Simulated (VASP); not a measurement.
# Ca3S (P-6m2) in VASP: further runs

Ca3S is run at these levels: PBE; tasks: single point, relaxation of cell and atoms.

Program: VASP 6.6.1. These are calculated values, not measurements. Logs are shortened: lines on timing, memory, paths and dates and some standing lists are left out, and cuts for length are marked.

## Step 1: The cell of the first run

Symmetry: P-6m2, No. 187, hexagonal system. Conventional cell: a = 3.903 Å, b = 3.903 Å, c = 10.063 Å, α = 90.00°, β = 90.00°, γ = 120.00°. Within 5.1 Å of Ca (site symmetry -6m2) lie 12 Ca at 3.90 to 3.97 Å and 2 S at 5.03 Å. Ca (site symmetry 3m) has 3 S at 2.86 Å and 1 Ca at 3.53 Å within 3.8 Å. S (site symmetry -6m2) has 6 Ca at 2.86 Å within 3.8 Å.

## Step 2: Single point, PBE

The input, INCAR:

```
SYSTEM = Ca3S
ALGO     = Normal         ! electronic algorithm
EDIFF    = 1E-6           ! SCF threshold, eV
ENCUT    = 520            ! plane-wave cutoff, eV
GGA      = PE             ! functional
ISIF     = 2              ! what is computed and relaxed
ISMEAR   = 0              ! smearing method
LASPH    = .TRUE.         ! aspherical terms in the spheres
LCHARG   = .FALSE.        ! write CHGCAR
LREAL    = .FALSE.        ! projectors in reciprocal space
LWAVE    = .FALSE.        ! write WAVECAR
NBANDS   = 26             ! bands
NELM     = 60             ! most SCF steps
PREC     = Accurate       ! precision mode
SIGMA    = 0.1            ! smearing width, eV
```

The input, KPOINTS:

```
k-points
0
G
  6 6 2
  0 0 0
```

The input, POSCAR:

```
Ca3S
1.0
    3.9027314694      0.0000000035      0.0000000000
   -1.9513657377      3.3798645949      0.0000000000
    0.0000000000      0.0000000000     10.0626752991
Ca S
3 1
Direct
    0.6666666667      0.3333333333      0.5000000000
    0.3333333333      0.6666666667      0.1754154222
    0.3333333333      0.6666666667      0.8245845778
    0.6666666667      0.3333333333      0.0000000000
```

Potentials or basis: VASP PAW PBE potentials, release 64 (Ca_sv, S).

Launch:

```sh
cat potpaw_PBE.64/Ca_sv/POTCAR potpaw_PBE.64/S/POTCAR > POTCAR
mpirun -np 1 vasp_std > vasp.out
```

OUTCAR:

```text
SYSTEM = Ca3S
   EDIFF = 1E-6
   ENCUT = 520
   GGA = PE
   ISIF = 2
   ISMEAR = 0
   LASPH = .TRUE.
   LREAL = .FALSE.
   NELM = 60
   PREC = Accurate

 ion  position               nearest neighbor table
   1  0.667  0.333  0.500-
   2  0.333  0.667  0.175-   4 2.86   4 2.86   4 2.86
   3  0.333  0.667  0.825-   4 2.86   4 2.86   4 2.86
   4  0.667  0.333  0.000-   2 2.86   3 2.86   2 2.86   3 2.86   2 2.86   3 2.86

  LATTYP: Found a hexagonal cell.
 ALAT       =     3.9027314694
 C/A-ratio  =     2.5783673250

  Lattice vectors:

 A1 = (   3.9027314694,   0.0000000035,   0.0000000000)
 A2 = (  -1.9513657377,   3.3798645949,   0.0000000000)
 A3 = (   0.0000000000,   0.0000000000,  10.0626752991)

Analysis of symmetry for initial positions (statically):
=====================================================================
 Subroutine PRICEL returns:
 Original cell was already a primitive cell.

 Routine SETGRP: Setting up the symmetry group for a
 hexagonal supercell.

 Subroutine GETGRP returns: Found 12 space group operations
 (whereof 12 operations were pure point group operations)
 out of a pool of 24 trial point group operations.

The static configuration has the point symmetry D_3h.

Analysis of symmetry for dynamics (positions and initial velocities):
=====================================================================
 Subroutine PRICEL returns:
 Original cell was already a primitive cell.

 Routine SETGRP: Setting up the symmetry group for a
 hexagonal supercell.

 Subroutine GETGRP returns: Found 12 space group operations
 (whereof 12 operations were pure point group operations)
 out of a pool of 24 trial point group operations.

The dynamic configuration has the point symmetry D_3h.

 Subroutine INISYM returns: Found 12 space group operations
 (whereof 12 operations are pure point group operations),
 and found     1 'primitive' translations

----------------------------------------------------------------------------------------

                                     Primitive cell

  volume of cell :     132.7338

  direct lattice vectors                    reciprocal lattice vectors
     3.902731469  0.000000003  0.000000000     0.256230798  0.147934921  0.000000000
    -1.951365738  3.379864595  0.000000000    -0.000000000  0.295869841  0.000000000
     0.000000000  0.000000000 10.062675299     0.000000000  0.000000000  0.099377151

  length of vectors
     3.902731469  3.902731469 10.062675299     0.295869841  0.295869841  0.099377151

  position of ions in fractional coordinates (direct lattice)
     0.666666667  0.333333333  0.500000000
     0.333333333  0.666666667  0.175415422
     0.333333333  0.666666667  0.824584578
     0.666666667  0.333333333  0.000000000

  ion indices of the primitive-cell ions
   primitive index   ion index
                 1           1
                 2           2
                 3           3
                 4           4

----------------------------------------------------------------------------------------

 KPOINTS: k-points

Automatic generation of k-mesh.
 Grid dimensions read from file:
 generate k-points for:    6    6    2

 Generating k-lattice:

  Cartesian coordinates                     Fractional coordinates (reciprocal lattice)
     0.042705133  0.024655820  0.000000000     0.166666667  0.000000000  0.000000000
    -0.000000000  0.049311640  0.000000000     0.000000000  0.166666667  0.000000000
     0.000000000  0.000000000  0.049688575     0.000000000  0.000000000  0.500000000

  Length of vectors
     0.049311640  0.049311640  0.049688575

  Shift w.r.t. Gamma in fractional coordinates (k-lattice)
     0.000000000  0.000000000  0.000000000

 Subroutine IBZKPT returns following result:
 ===========================================

 Found     14 irreducible k-points:

 Following reciprocal coordinates:
            Coordinates               Weight
  0.000000  0.000000  0.000000      1.000000
  0.166667  0.000000  0.000000      6.000000
  0.333333  0.000000  0.000000      6.000000
  0.500000  0.000000  0.000000      3.000000
  0.166667  0.166667  0.000000      6.000000
  0.333333  0.166667  0.000000     12.000000
  0.333333  0.333333  0.000000      2.000000
  0.000000  0.000000  0.500000      1.000000
  0.166667  0.000000  0.500000      6.000000
  0.333333  0.000000  0.500000      6.000000
  0.500000  0.000000  0.500000      3.000000
  0.166667  0.166667  0.500000      6.000000
  0.333333  0.166667  0.500000     12.000000
  0.333333  0.333333  0.500000      2.000000
   k-points           NKPTS =     14   k-points in BZ     NKDIM =     14   number of bands    NBANDS=     26
   number of dos      NEDOS =    301   number of ions     NIONS =      4
   total plane-waves  NPLWV =  72000
   dimension x,y,z NGX =    30 NGY =   30 NGZ =   80
   dimension x,y,z NGXF=    60 NGYF=   60 NGZF=  160
   ions per type =               3   1
   NGX,Y,Z   is equivalent  to a cutoff of  12.78, 12.78, 13.22 a.u.
   NGXF,Y,Z  is equivalent  to a cutoff of  25.56, 25.56, 26.43 a.u.
 SYSTEM =  Ca3S
   PREC   = accura    normal or accurate (medium, high low for compatibility)
   ISTART =      0    job   : 0-new  1-cont  2-samecut
   ICHARG =      2    charge: 1-file 2-atom 10-const
   ISPIN  =      1    spin polarized calculation?
   LNONCOLLINEAR =      F non collinear calculations
   LSORBIT =      F    spin-orbit coupling
   LASPH  =      T    aspherical Exc in radial PAW
   ENCUT  =  520.0 eV  38.22 Ry    6.18 a.u.   7.26  7.26 18.71*2*pi/ulx,y,z
   NELM   =     60;   NELMIN=  2; NELMDL= -5     # of ELM steps
   EDIFF  = 0.1E-05   stopping-criterion for ELM
   LREAL  =      F    real-space projection
   EDIFFG = 0.1E-04   stopping-criterion for IOM
   NSW    =      0    number of steps for IOM
   IBRION =     -1    ionic relax: 0-MD 1-quasi-New 2-CG
   NFREE  =      0    steps in history (QN), initial steepest desc. (CG)
   ISIF   =      2    stress and relaxation
   ISYM   =      2    0-nonsym 1-usesym 2-fastsym
   POTIM  = 0.5000    time-step for ionic-motion
   TEBEG  =    0.0;   TEEND  =   0.0 temperature during run
   PSTRESS=    0.0 pullay stress
   NELECT =      36.0000    total number of electrons
   NUPDOWN=      -1.0000    fix difference up-down
   EMIN   =  10.00;   EMAX   =-10.00  energy-range for DOS
   EFERMI =   0.00;   METHOD = LEGACY
   ISMEAR =     0;   SIGMA  =   0.10  broadening in eV -4-tet -1-fermi 0-gaus
   EFERMI_NEDOS =   21; number of points for ismear=-14 and -15
   IALGO  =     38    algorithm
   IMIX   =      4    mixing-type and parameters
     AMIX     =   0.40;   BMIX     =  1.00
     AMIX_MAG =   1.60;   BMIX_MAG =  1.00
  volume/ion in A,a.u.               =      33.18       223.93
  Fermi-wavevector in a.u.,A,eV,Ry     =   1.059697  2.002538 15.278778  1.122959
  Thomas-Fermi vector in A             =   2.195052
   LORBIT       =      0    0 simple, 1 ext, 2 COOP (PROOUT), +10 PAW based schemes
   GGA     = PE    functional components
   LHFCALC =     F    Hartree Fock is set to
   AEXX    =    0.0000 exact exchange contribution
   IVDW    =     0    specifies the selected vdW correction
   LEPSILON=     F    determine dielectric tensor
   LRPA    =     F    only Hartree local field effects (RPA)
 non-spin polarized calculation
 Gauss-broadening in eV      SIGMA  =   0.10
  energy-cutoff  :      520.00
  volume of cell :      132.73
 maximum number of plane-waves:      3609
 NGX is ok and might be reduce to    30
   NGX = 15   NGY = 15   NGZ = 37

 number of electron      35.9999989 magnetization

 Free energy of the ion-electron system (eV)
  ---------------------------------------------------
  ext. energy  EPLUGINS =         0.00000000
  ---------------------------------------------------
  free energy    TOTEN  =       -13.73063494 eV

  energy without entropy =      -13.71615465  energy(sigma->0) =      -13.72339480

 E-fermi :   2.9556     XC(G=0):  -8.2335

 val. band max:        2.8943428434   @ k =   0.3333   0.1667   0.5000
 cond. band min:       2.9990484086   @ k =   0.3333   0.3333   0.0000
 fundamental gap:      0.1047055652
 Fermi energy:         2.9556032352

 k-point     1 :       0.0000    0.0000    0.0000
  band No.  band energies     occupation
      1     -39.0266      2.00000
      2     -38.8822      2.00000
      3     -38.8728      2.00000
      4     -19.9886      2.00000
      5     -19.9784      2.00000
      6     -19.9784      2.00000
[... 18 lines left out ...]
     25       5.5522      0.00000
     26       5.6286      0.00000

 k-point     2 :       0.1667    0.0000    0.0000
  band No.  band energies     occupation
      1     -39.0243      2.00000
      2     -38.8797      2.00000
      3     -38.8703      2.00000
      4     -20.0071      2.00000
      5     -19.9848      2.00000
      6     -19.9838      2.00000
[... 18 lines left out ...]
     25       5.4833      0.00000
     26       5.5104      0.00000

 k-point     3 :       0.3333    0.0000    0.0000
  band No.  band energies     occupation
      1     -39.0197      2.00000
      2     -38.8746      2.00000
      3     -38.8654      2.00000
      4     -20.0607      2.00000
      5     -19.9978      2.00000
      6     -19.9782      2.00000
[... 18 lines left out ...]
     25       5.9245      0.00000
     26       6.0824      0.00000

 k-point     4 :       0.5000    0.0000    0.0000
  band No.  band energies     occupation
      1     -39.0174      2.00000
      2     -38.8721      2.00000
      3     -38.8630      2.00000
      4     -20.0870      2.00000
      5     -20.0043      2.00000
      6     -19.9867      2.00000
[... 18 lines left out ...]
     25       6.2691      0.00000
     26       6.7020      0.00000
[... 206 lines left out ...]
      1     -39.0208      2.00000
      2     -38.8759      2.00000
      3     -38.8666      2.00000
      4     -20.0409      2.00000
      5     -19.9998      2.00000
      6     -19.9847      2.00000
[... 18 lines left out ...]
     25       5.8844      0.00000
     26       6.1606      0.00000

 k-point    13 :       0.3333    0.1667    0.5000
  band No.  band energies     occupation
      1     -39.0174      2.00000
      2     -38.8721      2.00000
      3     -38.8630      2.00000
      4     -20.0721      2.00000
      5     -20.0183      2.00000
      6     -19.9887      2.00000
[... 18 lines left out ...]
     25       5.8590      0.00000
     26       6.3585      0.00000

 k-point    14 :       0.3333    0.3333    0.5000
  band No.  band energies     occupation
      1     -39.0162      2.00000
      2     -38.8708      2.00000
      3     -38.8618      2.00000
      4     -20.0545      2.00000
      5     -20.0526      2.00000
      6     -19.9820      2.00000
[... 18 lines left out ...]
     25       5.7451      0.00000
     26       6.1492      0.00000

------------------------ aborting loop because EDIFF is reached ----------------------------------------

  FORCE on cell =-STRESS in cart. coord.  units (eV):
  Direction    XX          YY          ZZ          XY          YZ          ZX
  --------------------------------------------------------------------------------------
  -------------------------------------------------------------------------------------
  Total        0.0621858      0.0621858      0.0452447      0.0000000      0.0000000      0.0000000
  in kB        0.7506205      0.7506205      0.5461313      0.0000000      0.0000000      0.0000000
  external PRESSURE =       0.6824574 kB  Pullay stress =       0.0000000 kB

 VOLUME and BASIS-vectors are now :
 -----------------------------------------------------------------------------
  energy-cutoff  :      520.00
  volume of cell :      132.73
      direct lattice vectors                 reciprocal lattice vectors
     3.902731469  0.000000003  0.000000000     0.256230798  0.147934921  0.000000000
    -1.951365738  3.379864595  0.000000000    -0.000000000  0.295869841  0.000000000
     0.000000000  0.000000000 10.062675299     0.000000000  0.000000000  0.099377151

 POSITION                                       TOTAL-FORCE (eV/Angst)
 -----------------------------------------------------------------------------------
      1.95137      1.12662      5.03134        -0.000000      0.000000      0.000000
     -0.00000      2.25324      1.76515        -0.000000      0.000000      0.016274
     -0.00000      2.25324      8.29753         0.000000     -0.000000     -0.016274
      1.95137      1.12662      0.00000        -0.000000      0.000000      0.000000
 -----------------------------------------------------------------------------------
    total drift:                                0.000000     -0.000000     -0.000000

  FREE ENERGIE OF THE ION-ELECTRON SYSTEM (eV)
  ---------------------------------------------------
  free  energy   TOTEN  =       -13.7306349413 eV

  energy  without entropy=      -13.7161546506  energy(sigma->0) =      -13.72339480
```

It took 63 s on 1 thread of AMD EPYC 7R43 (Zen 3), shared host; peak memory 0.22 GiB.

Results:

| Quantity | Value |
| --- | --- |
| Free energy | -13.7306 eV |
| Pressure | 0.1 GPa |
| Largest force | 0.016 eV/Å |
| Band gap on the k mesh | zero (band 18 reaches 3.17 eV, above the bottom of band 19 at 2.47 eV) |

Forces in eV/Å, atoms in the order of the input:
```
Ca   0.000  0.000  0.000
Ca   0.000  0.000  0.016
Ca   0.000  0.000 -0.016
S    0.000  0.000  0.000
```

## Step 3: Relaxation of cell and atoms, PBE

This run uses another cell than the first one, of 23.24 Å³/atom, 0.700 times its volume.

The input, INCAR:

```
SYSTEM = Ca3S
PREC = Accurate
ENCUT = 600
EDIFF = 1E-6
ISMEAR = 0
SIGMA = 0.1
LREAL = .False.
LASPH = .True.
NELM = 100
ALGO = Normal
ISIF = 3
LWAVE = .False.
LCHARG = .False.
GGA = PE
IBRION = 2
NSW = 90
EDIFFG = -0.04
```

The input, KPOINTS:

```
Automatic mesh
0
Gamma
  6 6 2
  0 0 0
```

The input, POSCAR:

```
Ca3S
1.0
    3.1856380300      0.0000000000      0.0000000000
   -1.5928190200      2.7588434600      0.0000000000
    0.0000000000      0.0000000000     10.5750135700
Ca S
3 1
Direct
    0.6666666700      0.3333333300      0.5000000000
    0.3333333300      0.6666666700      0.2463857700
    0.3333333300      0.6666666700      0.7536142300
    0.6666666700      0.3333333300      0.0000000000
```

Potentials or basis: VASP PAW PBE potentials, release 64 (Ca_sv, S).

Launch:

```sh
cat potpaw_PBE.64/Ca_sv/POTCAR potpaw_PBE.64/S/POTCAR > POTCAR
mpirun -np 1 vasp_std > vasp.out
```

Run time: 10 min. Hardware: 1 thread of AMD EPYC 7R43 (Zen 3), shared host; peak memory 0.22 GiB.

The run converged. Its results:

```yaml
Free_energy: -13.7208 eV
Relaxed_volume: 33.19 Å³/atom
Relaxed_cell: a = 3.907 Å, b = 3.907 Å, c = 10.044 Å, α = 90.00°, β = 90.00°, γ = 120.00°
Space_group_after_relaxing_to_0.05_Å: P-6m2 (No. 187)
Energy_gained_by_relaxing: 1291.3 meV/atom
Ionic_steps: 13
Pressure_after_relaxing: 0.0 GPa
Largest_force_after_relaxing: 0.010 eV/Å
Band_gap_on_the_k_mesh: zero (band 18 reaches 3.16 eV, above the bottom of band 19 at 2.48 eV)
```

Forces on the atoms (eV/Å):
```
Ca   0.000  0.000  0.000
Ca   0.000  0.000 -0.010
Ca   0.000  0.000  0.010
S    0.000  0.000  0.000
```

Stress tensor (GPa, compression positive):
```
-0.02  0.00  0.00
 0.00 -0.02  0.00
 0.00  0.00  0.12
```

The path:
| step | energy change (eV) | largest force (eV/Å) | pressure (GPa) | volume (Å³) |
| --- | --- | --- | --- | --- |
| 1 | 0.0000 | 2.6175 | 13.01 | 92.94 |
| 2 | -2.5008 | 2.5377 | 1.53 | 120.09 |
| 3 | -3.2337 | 2.4462 | -2.95 | 144.26 |
| 4 | -3.3065 | 2.4217 | -3.75 | 151.86 |
| 5 | -4.4594 | 1.7028 | -2.53 | 143.22 |
| 6 | -4.5799 | 1.0939 | -1.60 | 139.66 |
| 7 | -4.9641 | 0.4869 | 0.48 | 129.60 |
| 8 | -5.0319 | 0.0401 | 2.11 | 124.40 |
| 9 | -5.1597 | 0.1478 | 0.19 | 131.33 |
| 10 | -5.1599 | 0.1413 | 0.27 | 131.03 |
| 11 | -5.1642 | 0.0792 | -0.01 | 132.60 |
| 12 | -5.1645 | 0.0611 | -0.08 | 133.06 |
| 13 | -5.1650 | 0.0101 | 0.03 | 132.77 |

Final structure:
```
Ca S
1.0
     3.90702    0.00000    0.00000
    -1.95351    3.38358    0.00000
     0.00000    0.00000   10.04365
Ca S
3 1
Direct
  0.66667 0.33333 0.50000
  0.33333 0.66667 0.17586
  0.33333 0.66667 0.82414
  0.66667 0.33333 0.00000
```

Levels at points of the mesh, in eV from the Fermi level:
| k point | band 15 | band 16 | band 17 | band 18 | band 19 | band 20 | band 21 | band 22 |
| --- | --- | --- | --- | --- | --- | --- | --- | --- |
| (0.00, 0.00, 0.00) | -3.37 | -2.71 | -2.71 | -0.83 | -0.48 | 1.65 | 2.24 | 2.37 |
| (0.50, 0.00, 0.00) | -3.92 | -3.16 | -0.67 | -0.14 | -0.11 | 0.54 | 0.86 | 1.57 |
| (0.00, 0.00, 0.50) | -2.95 | -2.71 | -2.71 | -1.87 | 0.77 | 0.99 | 2.22 | 2.22 |
| (0.50, 0.00, 0.50) | -3.93 | -3.16 | -0.60 | -0.29 | 0.06 | 0.55 | 0.96 | 1.04 |

Caveat: the k points lie up to 0.31 Å⁻¹ apart in the final cell; the volume moved by over 15 % at a fixed basis, so the end points are rough.

## Step 4: Single point, PBE

The input, INCAR:

```
PREC = Accurate
ENCUT = 520
EDIFF = 1E-6
ISMEAR = 0
SIGMA = 0.1
LREAL = F
LASPH = T
NELM = 60
ALGO = Normal
ISIF = 2
LWAVE = F
LCHARG = F
GGA = PE
NBANDS = 26
```

The input, KPOINTS:

```
regular mesh
0
Gamma
  15 15 6
```

The input, POSCAR:

```
Ca3S
1.0
    3.9219575917      0.0000000000      0.0000000000
   -1.9609787958      3.3965149070      0.0000000000
    0.0000000000      0.0000000000      9.9676848352
Ca S
3 1
Direct
    0.6666666667      0.3333333333      0.5000000000
    0.3333333333      0.6666666667      0.1766093556
    0.3333333333      0.6666666667      0.8233906444
    0.6666666667      0.3333333333      0.0000000000
```

Launch:

```sh
cat potpaw_PBE.64/Ca_sv/POTCAR potpaw_PBE.64/S/POTCAR > POTCAR
mpirun -np 1 vasp_std > vasp.out
```

It took 4.7 min on 1 thread of Intel Xeon Platinum 8375C at 2.90GHz (Ice Lake), shared host; peak memory 0.47 GiB.

It converged, with:

```
Free energy            : -13.7230 eV
Pressure               : 0.0 GPa
Largest force          : 0.015 eV/Å
Band gap on the k mesh : zero (band 18 reaches 3.19 eV, above the bottom of band 19 at 2.52 eV)
```

Forces in eV/Å, atoms in the order of the input:
```
Ca   0.000  0.000  0.000
Ca   0.000  0.000  0.015
Ca   0.000  0.000 -0.015
S    0.000  0.000  0.000
```

Levels at points of the mesh, in eV from the Fermi level:
```
           k point  band 15  band 16  band 17  band 18  band 19  band 20  band 21  band 22
(0.00, 0.00, 0.00)    -3.39    -2.85    -2.85    -0.85    -0.50     1.59     2.14     2.14
(0.00, 0.00, 0.50)    -2.97    -2.85    -2.85    -1.90     0.77     0.94     2.14     2.14
```

## Step 5: Summary

| task | cell | k mesh | cutoff (eV) | gap on the mesh (eV) | pressure (GPa) | largest force (eV/Å) |
| --- | --- | --- | --- | --- | --- | --- |
| single point | a = 3.903, b = 3.903, c = 10.063 Å, angles 90.0, 90.0, 120.0°, 4 atoms | 6 × 6 × 2 | 520 | none | 0.1 | 0.02 |
| relaxation of cell and atoms | relaxed from a = 3.186, b = 3.186, c = 10.575 Å, angles 90.0, 90.0, 120.0°, 4 atoms | 6 × 6 × 2 | 600 | none | 0.0 | 0.01 |
| single point | a = 3.922, b = 3.922, c = 9.968 Å, angles 90.0, 90.0, 120.0°, 4 atoms | 15 × 15 × 6 | 520 | none | 0.0 | 0.01 |

Alike in all rows: level PBE; potentials or basis VASP PAW PBE potentials, release 64 (Ca_sv, S); no spin polarisation; smearing gaussian 0.1 eV.

Caveats: some runs use coarse meshes; the volume moved by over 15 % at a fixed basis, so the end points are rough (some runs).

Total energies depend on the potentials used, so only differences within one code and one set of settings carry meaning.
